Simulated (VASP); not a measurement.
Here is a VASP 6.6.1 calculation.

Contents of INCAR:

```
SYSTEM = Zr3GeTe4
  ALGO = Normal
  EDIFF = 1E-6
  ENCUT = 520
  GGA = PE
  ISIF = 2
  ISMEAR = 0
  LASPH = .TRUE.
  LCHARG = .TRUE.
  LELF = .TRUE.
  LREAL = .FALSE.
  LVHAR = .TRUE.
  LWAVE = .FALSE.
  NBANDS = 47
  NELM = 60
  PREC = Accurate
  SIGMA = 0.1
```

KPOINTS

```
k-points
0
G
  8 8 4
  0 0 0
```

The input POSCAR:

```
Zr3GeTe4
1.0
    3.9361768822      0.0000000000      0.0000000000
    0.0000000000      3.9549889559      0.0000000000
    0.0000000000      0.0000000000     13.3301551420
Zr Ge Te
3 1 4
Direct
    0.0000000000      0.5000000000      0.6588115407
    0.5000000000      0.5000000000      0.4174071970
    0.5000000000      0.0000000000      0.8002813115
    0.0000000000      0.0000000000      0.1268790597
    0.0000000000      0.0000000000      0.3431853232
    0.0000000000      0.5000000000      0.8871770664
    0.5000000000      0.5000000000      0.1855420865
    0.5000000000      0.0000000000      0.5807153749
```

Potentials or basis: VASP PAW PBE potentials, release 64 (Zr_sv, Ge_d, Te).

Launch:

```sh
$ cat potpaw_PBE.64/Zr_sv/POTCAR potpaw_PBE.64/Ge_d/POTCAR potpaw_PBE.64/Te/POTCAR > POTCAR
$ mpirun -np 1 vasp_std > vasp.out
```

(1) Estimate the largest force.

(2) Predict the pressure.

(3) Predict the band gap on the k mesh.

Results:

(1) 0.017 eV/Å.

(2) 0.0 GPa.

(3) zero (band 37 reaches 8.79 eV, above the bottom of band 38 at 8.27 eV).

Caveat: spin-orbit coupling is left out, which moves the levels of the heavy elements.
